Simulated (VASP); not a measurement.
Sn: single point with r2SCAN

Crystal: Sn.

```
CELL_PARAMETERS angstrom
-1.88194 1.88194 1.88194
1.88194 -1.88194 1.88194
1.88194 1.88194 -1.88194
ATOMIC_POSITIONS crystal
Sn 0.00000 0.00000 0.00000
```

```
Program                : VASP 6.6.1
Task                   : single point
Functional             : r2SCAN
Potentials or basis    : VASP PAW PBE potentials, release 64 (Sn_d)
Cutoff                 : 520 eV
k mesh                 : 10 × 10 × 10
Occupations            : fermi-dirac, width 0.05 eV
Spin                   : no spin polarisation
Dipole correction      : no
Further INCAR settings : ALGO = Normal; EDIFF = 1e-06; NBANDS = 13
```

The pressure is 0.2 GPa and the band gap on the k mesh is zero (band 7 reaches 16.90 eV, above the bottom of band 8 at 5.79 eV).

Levels at points of the mesh, in eV from the Fermi level:
```tsv
k point	band 5	band 6	band 7	band 8	band 9	band 10
(0.00, 0.00, 0.00)	-22.11	-11.79	8.64	8.64	8.64	12.96
(0.50, 0.00, 0.00)	-22.02	-6.66	-4.78	3.83	5.94	8.70
(0.50, 0.50, 0.50)	-22.04	-2.18	-0.60	-0.60	-0.60	4.18
```

It used 26 s of CPU time on 1 thread of Intel Xeon 6975P-C, with other jobs on the host.

Caveat: the PAW data sets were made with another functional, which shifts forces and pressure a little; spin-orbit coupling is left out, which moves the levels of the heavy elements.
